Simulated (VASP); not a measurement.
Input of a VASP 6.6.1 run:

File INCAR:

```
SYSTEM = KF
  PREC = Accurate
  ENCUT = 600
  EDIFF = 1E-6
  ISMEAR = 0
  SIGMA = 0.1
  LREAL = .FALSE.
  LASPH = .TRUE.
  NELM = 200
  ALGO = Normal
  ISIF = 2
  LWAVE = .FALSE.
  LCHARG = .FALSE.
  LDAU = .TRUE.
  LDAUTYPE = 2
  LDAUL = -1 1
  LDAUU = 0 1.3
  LDAUJ = 0 0
  LDAUPRINT = 1
  GGA = PE
  NBANDS = 15
  GGA_COMPAT = .FALSE.
```

Contents of KPOINTS:

```
regular mesh
0
G
  8 8 8
  0 0 0
```

POSCAR

```
KF
1.0
    3.2589550000      0.0000000000      0.0000000000
    0.0000000000      3.2589550000      0.0000000000
    0.0000000000      0.0000000000      3.2589550000
K F
1 1
Direct
    0.0000000000      0.0000000000      0.0000000000
    0.5000000000      0.5000000000      0.5000000000
```

Potentials or basis: VASP PAW PBE potentials, release 64 (K_sv, F).

Run with:

```sh
$ cat potpaw_PBE.64/K_sv/POTCAR potpaw_PBE.64/F/POTCAR > POTCAR
$ mpirun -np 1 vasp_std > vasp.out
```

Question: What does it give for the band gap on the k mesh?

Answer: 6.38 eV (least direct gap 6.43 eV).

Question: Predict the pressure.

Answer: -0.3 GPa.

A k mesh can miss the band edges.
